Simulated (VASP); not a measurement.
# Ta in VASP: a series of runs

Ta is run at these levels: PBE; tasks: single point.

All numbers are computed with VASP 6.6.1; they aren't measurements. Logs are shortened: lines on timing, memory, paths and dates and some standing lists are left out, and cuts for length are marked.

**1. The cell of the first run**

The cell holds a slab with vacuum, 7 atoms: a = 2.893 Å, b = 2.819 Å, c = 24.571 Å, α = 90.00°, β = 90.00°, γ = 108.82°.

**2. Single point, PBE**

INCAR reads:

```
SYSTEM = Ta
  ALGO = Normal
  EDIFF = 1E-6
  ENCUT = 520
  GGA = PE
  ISIF = 2
  ISMEAR = 1
  LASPH = .TRUE.
  LCHARG = .TRUE.
  LELF = .TRUE.
  LREAL = .FALSE.
  LVHAR = .TRUE.
  LWAVE = .FALSE.
  NBANDS = 48
  NELM = 60
  PREC = Accurate
  SIGMA = 0.15
```

KPOINTS reads:

```
k-points
0
G
  5 5 1
  0 0 0
```

POSCAR reads:

```
Ta
1.0
   -2.8931830000      0.0000000000      0.0000000000
    0.9092250000      2.6683060000      0.0000000000
    0.0000000000      0.0000000000    -24.5713040000
Ta
7
Direct
    0.6728686447      0.0841916182      0.9457373121
    0.1794663230      0.5400081550      0.8549982125
    0.7348399974      0.2574704700      0.7548921702
    0.1819395961      0.8150320840      0.6738720908
    0.6485658337      0.3009977117      0.5747241172
    0.2717380935      0.7870285492      0.4733765453
    0.6133028920      0.2987670829      0.3570905313
```

Potentials or basis: VASP PAW PBE potentials, release 64 (Ta_pv).

Started as:

```
cat potpaw_PBE.64/Ta_pv/POTCAR > POTCAR
mpirun -np 1 vasp_std > vasp.out
```

OUTCAR:

```text
SYSTEM = Ta
   EDIFF = 1E-6
   ENCUT = 520
   GGA = PE
   ISIF = 2
   ISMEAR = 1
   LASPH = .TRUE.
   LREAL = .FALSE.
   NELM = 60
   PREC = Accurate

 ion  position               nearest neighbor table
   1  0.673  0.084  0.946-   2 2.75   2 2.82   2 3.14   2 3.30
   2  0.179  0.540  0.855-   1 2.75   3 2.77   1 2.82   1 3.14   3 3.18   3 3.26   1 3.30
   3  0.735  0.257  0.755-   4 2.61   4 2.61   2 2.77   4 2.87   2 3.18   4 3.26   2 3.26
   4  0.182  0.815  0.674-   3 2.61   3 2.61   3 2.87   5 2.91   5 3.00   3 3.26   5 3.33   5 3.40

   5  0.649  0.301  0.575-   4 2.91   6 2.91   4 3.00   6 3.12   6 3.20   4 3.33   4 3.40
   6  0.272  0.787  0.473-   5 2.91   5 3.12   5 3.20   7 3.21   7 3.45   7 3.46
   7  0.613  0.299  0.357-   6 3.21   6 3.45   6 3.46

  Warning from LATTYP: Monoclinic adjustment (A1->A3, A2->A1, A3->A2)!
  LATTYP: Found a simple monoclinic cell.
 ALAT       =     2.8189620448
 B/A-ratio  =     8.7164366207
 C/A-ratio  =     1.0263291786
 COS(beta)  =    -0.3225389294

  Lattice vectors:

 A1 = (   0.9092250000,   2.6683060000,   0.0000000000)
 A2 = (   0.0000000000,   0.0000000000, -24.5713040000)
 A3 = (  -2.8931830000,   0.0000000000,   0.0000000000)

Analysis of symmetry for initial positions (statically):
=====================================================================
 Subroutine PRICEL returns:
 Original cell was already a primitive cell.

 Routine SETGRP: Setting up the symmetry group for a
 simple monoclinic supercell.

 Subroutine GETGRP returns: Found  1 space group operations
 (whereof  1 operations were pure point group operations)
 out of a pool of  4 trial point group operations.

The static configuration has the point symmetry C_1 .

Analysis of symmetry for dynamics (positions and initial velocities):
=====================================================================
 Subroutine PRICEL returns:
 Original cell was already a primitive cell.

 Routine SETGRP: Setting up the symmetry group for a
 simple monoclinic supercell.

 Subroutine GETGRP returns: Found  1 space group operations
 (whereof  1 operations were pure point group operations)
 out of a pool of  4 trial point group operations.

The dynamic configuration has the point symmetry C_1 .

 Subroutine INISYM returns: Found  1 space group operations
 (whereof  1 operations are pure point group operations),
 and found     1 'primitive' translations

----------------------------------------------------------------------------------------

                                     Primitive cell

  volume of cell :     189.6879

  direct lattice vectors                    reciprocal lattice vectors
    -2.893183000  0.000000000  0.000000000    -0.345640079  0.117776822  0.000000000
     0.909225000  2.668306000  0.000000000     0.000000000  0.374769610  0.000000000
     0.000000000  0.000000000-24.571304000     0.000000000  0.000000000 -0.040697881

  length of vectors
     2.893183000  2.818962045 24.571304000     0.365155369  0.374769610  0.040697881

  position of ions in fractional coordinates (direct lattice)
     0.672868645  0.084191618  0.945737312
     0.179466323  0.540008155  0.854998212
     0.734839997  0.257470470  0.754892170
     0.181939596  0.815032084  0.673872091
     0.648565834  0.300997712  0.574724117
     0.271738093  0.787028549  0.473376545
     0.613302892  0.298767083  0.357090531

  ion indices of the primitive-cell ions
   primitive index   ion index
                 1           1
                 2           2
                 3           3
                 4           4
                 5           5
                 6           6
                 7           7

----------------------------------------------------------------------------------------

 KPOINTS: k-points

Automatic generation of k-mesh.
 Grid dimensions read from file:
 generate k-points for:    5    5    1

 Generating k-lattice:

  Cartesian coordinates                     Fractional coordinates (reciprocal lattice)
    -0.069128016  0.023555364  0.000000000     0.200000000  0.000000000  0.000000000
     0.000000000  0.074953922  0.000000000     0.000000000  0.200000000  0.000000000
     0.000000000  0.000000000 -0.040697881     0.000000000  0.000000000  1.000000000

  Length of vectors
     0.073031074  0.074953922  0.040697881

  Shift w.r.t. Gamma in fractional coordinates (k-lattice)
     0.000000000  0.000000000  0.000000000

 Subroutine IBZKPT returns following result:
 ===========================================

 Found     13 irreducible k-points:

 Following reciprocal coordinates:
            Coordinates               Weight
  0.000000  0.000000  0.000000      1.000000
  0.200000  0.000000  0.000000      2.000000
  0.400000  0.000000  0.000000      2.000000
  0.000000  0.200000  0.000000      2.000000
  0.200000  0.200000  0.000000      2.000000
  0.400000  0.200000  0.000000      2.000000
 -0.400000  0.200000  0.000000      2.000000
 -0.200000  0.200000  0.000000      2.000000
  0.000000  0.400000  0.000000      2.000000
  0.200000  0.400000  0.000000      2.000000
  0.400000  0.400000  0.000000      2.000000
 -0.400000  0.400000  0.000000      2.000000
 -0.200000  0.400000  0.000000      2.000000
   k-points           NKPTS =     13   k-points in BZ     NKDIM =     13   number of bands    NBANDS=     48
   number of dos      NEDOS =    301   number of ions     NIONS =      7
   total plane-waves  NPLWV = 110592
   dimension x,y,z NGX =    24 NGY =   24 NGZ =  192
   dimension x,y,z NGXF=    48 NGYF=   48 NGZF=  384
   ions per type =               7
   NGX,Y,Z   is equivalent  to a cutoff of  13.79, 14.15, 12.99 a.u.
   NGXF,Y,Z  is equivalent  to a cutoff of  27.58, 28.31, 25.98 a.u.
 SYSTEM =  Ta
   PREC   = accura    normal or accurate (medium, high low for compatibility)
   ISTART =      0    job   : 0-new  1-cont  2-samecut
   ICHARG =      2    charge: 1-file 2-atom 10-const
   ISPIN  =      1    spin polarized calculation?
   LNONCOLLINEAR =      F non collinear calculations
   LSORBIT =      F    spin-orbit coupling
   LASPH  =      T    aspherical Exc in radial PAW
   ENCUT  =  520.0 eV  38.22 Ry    6.18 a.u.   5.38  5.24 45.69*2*pi/ulx,y,z
   NELM   =     60;   NELMIN=  2; NELMDL= -5     # of ELM steps
   EDIFF  = 0.1E-05   stopping-criterion for ELM
   LREAL  =      F    real-space projection
   EDIFFG = 0.1E-04   stopping-criterion for IOM
   NSW    =      0    number of steps for IOM
   IBRION =     -1    ionic relax: 0-MD 1-quasi-New 2-CG
   NFREE  =      0    steps in history (QN), initial steepest desc. (CG)
   ISIF   =      2    stress and relaxation
   ISYM   =      2    0-nonsym 1-usesym 2-fastsym
   POTIM  = 0.5000    time-step for ionic-motion
   TEBEG  =    0.0;   TEEND  =   0.0 temperature during run
   PSTRESS=    0.0 pullay stress
   NELECT =      77.0000    total number of electrons
   NUPDOWN=      -1.0000    fix difference up-down
   EMIN   =  10.00;   EMAX   =-10.00  energy-range for DOS
   EFERMI =   0.00;   METHOD = LEGACY
   ISMEAR =     1;   SIGMA  =   0.15  broadening in eV -4-tet -1-fermi 0-gaus
   EFERMI_NEDOS =   21; number of points for ismear=-14 and -15
   IALGO  =     38    algorithm
   IMIX   =      4    mixing-type and parameters
     AMIX     =   0.40;   BMIX     =  1.00
     AMIX_MAG =   1.60;   BMIX_MAG =  1.00
  volume/ion in A,a.u.               =      27.10       182.87
  Fermi-wavevector in a.u.,A,eV,Ry     =   1.212156  2.290643 19.991340  1.469322
  Thomas-Fermi vector in A             =   2.347649
   LORBIT       =      0    0 simple, 1 ext, 2 COOP (PROOUT), +10 PAW based schemes
   GGA     = PE    functional components
   LHFCALC =     F    Hartree Fock is set to
   AEXX    =    0.0000 exact exchange contribution
   IVDW    =     0    specifies the selected vdW correction
   LEPSILON=     F    determine dielectric tensor
   LRPA    =     F    only Hartree local field effects (RPA)
 non-spin polarized calculation
 Methfessel and Paxton  Order N= 1 SIGMA  =   0.15
  energy-cutoff  :      520.00
  volume of cell :      189.69
 maximum number of plane-waves:      5128
 NGX is ok and might be reduce to    24
   NGX = 11   NGY = 11   NGZ = 91

 number of electron      77.0000004 magnetization

 Free energy of the ion-electron system (eV)
  ---------------------------------------------------
  ext. energy  EPLUGINS =         0.00000000
  ---------------------------------------------------
  free energy    TOTEN  =       -78.84744080 eV

  energy without entropy =      -78.84085167  energy(sigma->0) =      -78.84524442

 E-fermi :   2.3327     XC(G=0):  -9.3365

 val. band max:        2.3236154945   @ k =   0.2000   0.4000   0.0000
 cond. band min:       2.3473998908   @ k =   0.4000   0.4000   0.0000
 fundamental gap:      0.0237843963
 Fermi energy:         2.3327163304

 k-point     1 :       0.0000    0.0000    0.0000
  band No.  band energies     occupation
      1     -32.2155      2.00000
      2     -32.1341      2.00000
      3     -31.9882      2.00000
      4     -31.8769      2.00000
      5     -31.6317      2.00000
      6     -31.4975      2.00000
[... 40 lines left out ...]
     47       5.2637     -0.00000
     48       5.4973      0.00000

 k-point     2 :       0.2000    0.0000    0.0000
  band No.  band energies     occupation
      1     -32.1783      2.00000
      2     -32.0451      2.00000
      3     -31.9502      2.00000
      4     -31.8918      2.00000
      5     -31.8343      2.00000
      6     -31.6883      2.00000
[... 40 lines left out ...]
     47       5.0914     -0.00000
     48       5.4424      0.00000

 k-point     3 :       0.4000    0.0000    0.0000
  band No.  band energies     occupation
      1     -32.2398      2.00000
      2     -32.1347      2.00000
      3     -32.1026      2.00000
      4     -32.0739      2.00000
      5     -32.0423      2.00000
      6     -31.9840      2.00000
[... 499 lines left out ...]
     47       5.7696      0.00000
     48       5.9533      0.00000

 k-point    13 :      -0.2000    0.4000    0.0000
  band No.  band energies     occupation
      1     -32.2010      2.00000
      2     -32.1021      2.00000
      3     -32.0384      2.00000
      4     -32.0336      2.00000
      5     -31.9494      2.00000
      6     -31.8936      2.00000
[... 40 lines left out ...]
     47       4.6436     -0.00000
     48       4.8347     -0.00000

------------------------ aborting loop because EDIFF is reached ----------------------------------------

  FORCE on cell =-STRESS in cart. coord.  units (eV):
  Direction    XX          YY          ZZ          XY          YZ          ZX
  --------------------------------------------------------------------------------------
  -------------------------------------------------------------------------------------
  Total       -3.4169204     -1.4042822      0.2400965      1.4176160     -0.4048918     -0.6877180
  in kB      -28.8606231    -11.8611068      2.0279475     11.9737295     -3.4198717     -5.8087304
  external PRESSURE =     -12.8979275 kB  Pullay stress =       0.0000000 kB

 VOLUME and BASIS-vectors are now :
 -----------------------------------------------------------------------------
  energy-cutoff  :      520.00
  volume of cell :      189.69
      direct lattice vectors                 reciprocal lattice vectors
    -2.893183000  0.000000000  0.000000000    -0.345640079  0.117776822  0.000000000
     0.909225000  2.668306000  0.000000000     0.000000000  0.374769610  0.000000000
     0.000000000  0.000000000-24.571304000     0.000000000  0.000000000 -0.040697881

 POSITION                                       TOTAL-FORCE (eV/Angst)
 -----------------------------------------------------------------------------------
     -1.87018      0.22465    -23.23800        -0.013173     -0.456380     -0.353972
     -0.02824      1.44091    -21.00842        -0.194069      1.014379      0.396614
     -1.89193      0.68701    -18.54869         0.639170     -0.458303     -2.789747
      0.21466      2.17475    -16.55792        -0.260901     -0.201205      2.970106
     -1.60275      0.80315    -14.12172        -0.451917      0.241609      0.148771
     -0.07060      2.10003    -11.63148         0.507670     -0.229384      1.166973
     -1.50275      0.79720     -8.77418        -0.226781      0.089283     -1.538745
 -----------------------------------------------------------------------------------
    total drift:                               -0.000239     -0.000108      0.000409

  FREE ENERGIE OF THE ION-ELECTRON SYSTEM (eV)
  ---------------------------------------------------
  free  energy   TOTEN  =       -78.8474408009 eV

  energy  without entropy=      -78.8408516698  energy(sigma->0) =      -78.84524442
```

Run time: 5.1 min. Hardware: 1 thread of Intel Xeon Platinum 8259CL at 2.50GHz (Skylake/Cascade Lake), shared host; peak memory 0.35 GiB.

What came out:

| Item | Value |
| --- | --- |
| Free energy | -78.8474 eV |
| Largest force | 2.988 eV/Å |
| Band gap on the k mesh | zero (an odd number of electrons rules out a gap without spin polarisation) |

Forces on the atoms (eV/Å):
```
Ta  -0.013 -0.456 -0.354
Ta  -0.194  1.014  0.397
Ta   0.639 -0.458 -2.790
Ta  -0.261 -0.201  2.970
Ta  -0.452  0.242  0.149
Ta   0.508 -0.229  1.167
Ta  -0.227  0.089 -1.539
```

Levels at points of the mesh, in eV from the Fermi level:
| k point | band 37 | band 38 | band 39 | band 40 | band 41 | band 42 |
| --- | --- | --- | --- | --- | --- | --- |
| (0.00, 0.00, 0.00) | -0.25 | -0.11 | -0.04 | 0.08 | 0.54 | 0.96 |

Caveat: the k points lie up to 0.47 Å⁻¹ apart, too coarse for converged energies and pressures of a metal; there is no dipole correction, which matters where the two faces differ; spin-orbit coupling is left out, which moves the levels of the heavy elements.

[end of part 1 of 2]

The gap in the log of VASP goes by the Fermi energy; the results here count the filled bands.